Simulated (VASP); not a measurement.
# SnSe (Fm-3m) in VASP: single point with PBE

Aim: the single point of SnSe with PBE.

Program: VASP 6.6.1. These are calculated values, not measurements. Logs are shortened: lines on timing, memory, paths and dates and some standing lists are left out, and cuts for length are marked.

### 1 The cell of the first run

The structure is cubic, space group Fm-3m (No. 225). Conventional cell: a = 5.970 Å, b = 5.970 Å, c = 5.970 Å, α = 90.00°, β = 90.00°, γ = 90.00°. Within 3.9 Å of Sn (site symmetry m-3m) lie 6 Se at 2.98 Å. Within 3.9 Å of Se (site symmetry m-3m) lie 6 Sn at 2.98 Å.

### 2 Single point, PBE

INCAR reads:

```
PREC = Accurate
ENCUT = 500
EDIFF = 1E-6
ISMEAR = 0
SIGMA = 0.01
LREAL = F
LASPH = T
NELM = 120
ALGO = Normal
ISIF = 2
LWAVE = F
LCHARG = T
GGA = PE
LELF = T
LVHAR = T
NBANDS = 17
GGA_COMPAT = F
```

KPOINTS reads:

```
Automatic mesh
0
Gamma
  6 6 6
```

POSCAR reads:

```
SnSe
1.0
    0.0000000000      2.9848894956      2.9848894956
    2.9848894956      0.0000000000      2.9848894956
    2.9848894956      2.9848894956      0.0000000000
Sn Se
1 1
Direct
    0.0000000000      0.0000000000      0.0000000000
    0.5000000000      0.5000000000      0.5000000000
```

Potentials or basis: VASP PAW PBE potentials, release 64 (Sn_d, Se).

Launch:

```sh
$ cat potpaw_PBE.64/Sn_d/POTCAR potpaw_PBE.64/Se/POTCAR > POTCAR
$ mpirun -np 1 vasp_std > vasp.out
```

OUTCAR:

```text
PREC = Accurate
   ENCUT = 500
   EDIFF = 1E-6
   ISMEAR = 0
   LREAL = F
   LASPH = T
   NELM = 120
   ISIF = 2
   GGA = PE

 ion  position               nearest neighbor table
   1  0.000  0.000  0.000-   2 2.98   2 2.98   2 2.98   2 2.98   2 2.98   2 2.98
   2  0.500  0.500  0.500-   1 2.98   1 2.98   1 2.98   1 2.98   1 2.98   1 2.98

  LATTYP: Found a face centered cubic cell.
 ALAT       =     5.9697789912

  Lattice vectors:

 A1 = (   0.0000000000,   2.9848894956,   2.9848894956)
 A2 = (   2.9848894956,   0.0000000000,   2.9848894956)
 A3 = (   2.9848894956,   2.9848894956,   0.0000000000)

Analysis of symmetry for initial positions (statically):
=====================================================================
 Subroutine PRICEL returns:
 Original cell was already a primitive cell.

 Routine SETGRP: Setting up the symmetry group for a
 face centered cubic supercell.

 Subroutine GETGRP returns: Found 48 space group operations
 (whereof 48 operations were pure point group operations)
 out of a pool of 48 trial point group operations.

The static configuration has the point symmetry O_h .

Analysis of symmetry for dynamics (positions and initial velocities):
=====================================================================
 Subroutine PRICEL returns:
 Original cell was already a primitive cell.

 Routine SETGRP: Setting up the symmetry group for a
 face centered cubic supercell.

 Subroutine GETGRP returns: Found 48 space group operations
 (whereof 48 operations were pure point group operations)
 out of a pool of 48 trial point group operations.

The dynamic configuration has the point symmetry O_h .

 Subroutine INISYM returns: Found 48 space group operations
 (whereof 48 operations are pure point group operations),
 and found     1 'primitive' translations

----------------------------------------------------------------------------------------

                                     Primitive cell

  volume of cell :      53.1881

  direct lattice vectors                    reciprocal lattice vectors
     0.000000000  2.984889496  2.984889496    -0.167510389  0.167510389  0.167510389
     2.984889496  0.000000000  2.984889496     0.167510389 -0.167510389  0.167510389
     2.984889496  2.984889496  0.000000000     0.167510389  0.167510389 -0.167510389

[... 69 lines left out ...]
   LNONCOLLINEAR =      F non collinear calculations
   LSORBIT =      F    spin-orbit coupling
   LASPH  =      T    aspherical Exc in radial PAW
   ENCUT  =  500.0 eV  36.75 Ry    6.06 a.u.   7.70  7.70  7.70*2*pi/ulx,y,z
   NELM   =    120;   NELMIN=  2; NELMDL= -5     # of ELM steps
   EDIFF  = 0.1E-05   stopping-criterion for ELM
   LREAL  =      F    real-space projection
   EDIFFG = 0.1E-04   stopping-criterion for IOM
   NSW    =      0    number of steps for IOM
   IBRION =     -1    ionic relax: 0-MD 1-quasi-New 2-CG
   NFREE  =      0    steps in history (QN), initial steepest desc. (CG)
   ISIF   =      2    stress and relaxation
   ISYM   =      2    0-nonsym 1-usesym 2-fastsym
   POTIM  = 0.5000    time-step for ionic-motion
   TEBEG  =    0.0;   TEEND  =   0.0 temperature during run
   PSTRESS=    0.0 pullay stress
   NELECT =      20.0000    total number of electrons
   NUPDOWN=      -1.0000    fix difference up-down
   EMIN   =  10.00;   EMAX   =-10.00  energy-range for DOS
   EFERMI =   0.00;   METHOD = LEGACY
   ISMEAR =     0;   SIGMA  =   0.01  broadening in eV -4-tet -1-fermi 0-gaus
   EFERMI_NEDOS =   21; number of points for ismear=-14 and -15
   IALGO  =     38    algorithm
   IMIX   =      4    mixing-type and parameters
     AMIX     =   0.40;   BMIX     =  1.00
     AMIX_MAG =   1.60;   BMIX_MAG =  1.00
  volume/ion in A,a.u.               =      26.59       179.47
  Fermi-wavevector in a.u.,A,eV,Ry     =   1.181626  2.232949 18.996987  1.396239
  Thomas-Fermi vector in A             =   2.317895
   LORBIT       =      0    0 simple, 1 ext, 2 COOP (PROOUT), +10 PAW based schemes
   GGA     = PE    functional components
   LHFCALC =     F    Hartree Fock is set to
   AEXX    =    0.0000 exact exchange contribution
   IVDW    =     0    specifies the selected vdW correction
   LEPSILON=     F    determine dielectric tensor
   LRPA    =     F    only Hartree local field effects (RPA)
 non-spin polarized calculation
 Gauss-broadening in eV      SIGMA  =   0.01
  energy-cutoff  :      500.00
  volume of cell :       53.19
 maximum number of plane-waves:      1363
   NGX = 15   NGY = 15   NGZ = 15

 number of electron      20.0000008 magnetization

 Free energy of the ion-electron system (eV)
  ---------------------------------------------------
  ext. energy  EPLUGINS =         0.00000000
  ---------------------------------------------------
  free energy    TOTEN  =        -8.22445385 eV

  energy without entropy =       -8.22445385  energy(sigma->0) =       -8.22445385

 E-fermi :   5.8839     XC(G=0):  -9.7213

 val. band max:        5.8410321198   @ k =   0.5000   0.0000   0.0000
 cond. band min:       6.5324027810   @ k =   0.5000   0.0000   0.0000
 fundamental gap:      0.6913706612
 Fermi energy:         5.8839325443

 k-point     1 :       0.0000    0.0000    0.0000
  band No.  band energies     occupation
      1     -15.7396      2.00000
      2     -15.7396      2.00000
      3     -15.7396      2.00000
      4     -15.7390      2.00000
      5     -15.7390      2.00000
      6      -8.1867      2.00000
[... 297 lines left out ...]
      4     -15.7270      2.00000
      5     -15.7201      2.00000
      6      -6.8807      2.00000
[... 9 lines left out ...]
     16      17.1616      0.00000
     17      18.6431      0.00000

------------------------ aborting loop because EDIFF is reached ----------------------------------------

  FORCE on cell =-STRESS in cart. coord.  units (eV):
  Direction    XX          YY          ZZ          XY          YZ          ZX
  --------------------------------------------------------------------------------------
  -------------------------------------------------------------------------------------
  Total        0.6529006      0.6529006      0.6529006      0.0000000     -0.0000000     -0.0000000
  in kB       19.6672153     19.6672153     19.6672153      0.0000000     -0.0000000     -0.0000000
  external PRESSURE =      19.6672153 kB  Pullay stress =       0.0000000 kB

 VOLUME and BASIS-vectors are now :
 -----------------------------------------------------------------------------
  energy-cutoff  :      500.00
  volume of cell :       53.19
      direct lattice vectors                 reciprocal lattice vectors
     0.000000000  2.984889496  2.984889496    -0.167510389  0.167510389  0.167510389
     2.984889496  0.000000000  2.984889496     0.167510389 -0.167510389  0.167510389
     2.984889496  2.984889496  0.000000000     0.167510389  0.167510389 -0.167510389

 POSITION                                       TOTAL-FORCE (eV/Angst)
 -----------------------------------------------------------------------------------
      0.00000      0.00000      0.00000        -0.000000      0.000000      0.000000
      2.98489      2.98489      2.98489         0.000000     -0.000000     -0.000000
 -----------------------------------------------------------------------------------
    total drift:                                0.000000     -0.000000     -0.000000

  FREE ENERGIE OF THE ION-ELECTRON SYSTEM (eV)
  ---------------------------------------------------
  free  energy   TOTEN  =        -8.2244538540 eV

  energy  without entropy=       -8.2244538540  energy(sigma->0) =       -8.22445385
```

stdout:

```text
POSCAR found type information on POSCAR SnSe
 POSCAR found :  2 types and       2 ions
 scaLAPACK will be used
 LDA part: xc-table for (Slater+PW92), standard interpolation
 POSCAR, INCAR and KPOINTS ok, starting setup
 FFT: planning ... GRIDC
 FFT: planning ... GRID_SOFT
 FFT: planning ... GRID
 WAVECAR not read
 entering main loop
```

Run time: 15 s. Hardware: 1 thread of Intel Xeon 8259CL, shared host; peak memory 0.18 GiB.

What came out:

```
Free energy            : -8.2245 eV
Pressure               : 2.0 GPa
Band gap on the k mesh : 0.69 eV, direct
```

Caveat: spin-orbit coupling is left out, which moves the levels of the heavy elements. A k mesh can miss the band edges.
